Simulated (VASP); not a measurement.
Write the native input for VASP 6.6.1 that does the following.

```
Task                   : single point
Functional             : PBE
Potentials or basis    : VASP PAW PBE potentials, release 64 (Ti_sv, Al)
Cutoff                 : 520 eV
k mesh                 : 3 × 3 × 4
Occupations            : gaussian, width 0.1 eV
Spin                   : no spin polarisation
Dipole correction      : no
Further INCAR settings : ALGO = Normal; EDIFF = 1e-06; NBANDS = 31
```

The structure of TiAl3 lies in POSCAR:

```
TiAl3
1.0
    5.5962691589     -0.0000000027      0.0000000000
   -2.7981345771      4.8465112594      0.0000000000
    0.0000000000      0.0000000000      4.6720900896
Ti Al
2 6
Direct
    0.6666666667      0.3333333333      0.2500000000
    0.3333333333      0.6666666667      0.7500000000
    0.1654782973      0.3309565945      0.2500000000
    0.1654782973      0.8345217027      0.2500000000
    0.6690434055      0.8345217027      0.2500000000
    0.3309565945      0.1654782973      0.7500000000
    0.8345217027      0.1654782973      0.7500000000
    0.8345217027      0.6690434055      0.7500000000
```

The cell was built from a structure type or drawn by symmetry, and may not be a known phase.

The input as run:

INCAR

```
SYSTEM = TiAl3
PREC     = Accurate       ! precision mode
ENCUT    = 520            ! plane-wave cutoff, eV
EDIFF    = 1E-6           ! SCF threshold, eV
ISMEAR   = 0              ! smearing method
SIGMA    = 0.1            ! smearing width, eV
LREAL    = .FALSE.        ! projectors in reciprocal space
LASPH    = .TRUE.         ! aspherical terms in the spheres
NELM     = 100            ! most SCF steps
ALGO     = Normal         ! electronic algorithm
ISIF     = 2              ! what is computed and relaxed
LWAVE    = .FALSE.        ! write WAVECAR
LCHARG   = .TRUE.         ! write CHGCAR
GGA      = PE             ! functional
LELF     = .TRUE.         ! ELF
LVHAR    = .TRUE.       
NBANDS   = 31             ! bands
```

KPOINTS

```
regular mesh
0
G
  3 3 4
  0 0 0
```

Potentials or basis: VASP PAW PBE potentials, release 64 (Ti_sv, Al).

Command:

```sh
$ cat potpaw_PBE.64/Ti_sv/POTCAR potpaw_PBE.64/Al/POTCAR > POTCAR
$ mpirun -np 1 vasp_std > vasp.out
```

It gave:

The pressure is -0.1 GPa, the largest force is 0.009 eV/Å and the band gap on the k mesh is zero (bands 21 and 22 overlap by 1.05 eV).

Caveat: the k points lie up to 0.43 Å⁻¹ apart, too coarse for converged energies and pressures of a metal.

It took 26 s on 1 thread of AMD EPYC 9R45 96-Core Processor (Zen 5), on a shared host, peak memory 0.21 GiB.
